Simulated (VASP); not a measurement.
Set up this calculation in VASP 6.6.1, as the native input.

```yaml
Task: single point
Functional: RPBE
Potentials_or_basis: VASP PAW PBE potentials, release 64 (Pt, Se)
Cutoff: 520 eV
k_mesh: 8 × 8 × 5
Occupations: fermi-dirac, width 0.05 eV
Spin: no spin polarisation
Dipole_correction: no
Further_INCAR_settings: ALGO = Normal; EDIFF = 1e-06; NBANDS = 18
```

The structure of PtSe2 (Sudovikovite) lies in POSCAR:

```
PtSe2
1.0
    3.7970381507      0.0000000000      0.0000000000
   -1.8985190754      3.2883314977      0.0000000000
    0.0000000000      0.0000000000      5.1612801071
Pt Se
1 2
Direct
    0.0000000000      0.0000000000      0.0000000000
    0.6666666667      0.3333333333      0.7500000000
    0.3333333333      0.6666666667      0.2500000000
```

The input as run:

INCAR

```
PREC = Accurate ; ENCUT = 520
EDIFF = 1E-6 ; ISMEAR = -1
SIGMA = 0.05 ; LREAL = F
LASPH = T ; NELM = 100
ALGO = Normal ; ISIF = 2
LWAVE = F ; LCHARG = T
GGA = RP ; LELF = T
LVHAR = T ; NBANDS = 18
```

KPOINTS

```
regular mesh
0
Gamma
  8 8 5
```

Potentials or basis: VASP PAW PBE potentials, release 64 (Pt, Se).

Launch:

```bash
$ cat potpaw_PBE.64/Pt/POTCAR potpaw_PBE.64/Se/POTCAR > POTCAR
$ mpirun -np 1 vasp_std > vasp.out
```

It gave:

The pressure is 2.2 GPa, the largest force is 0.043 eV/Å and the band gap on the k mesh is zero (band 11 reaches 6.23 eV, above the bottom of band 12 at 5.98 eV).

Caveat: the PAW data sets were made with another functional, which shifts forces and pressure a little; spin-orbit coupling is left out, which moves the levels of the heavy elements.

It took 17 s on 1 thread of Intel(R) Xeon(R) 6975P-C (Granite Rapids), on a shared host, peak memory 0.2 GiB.
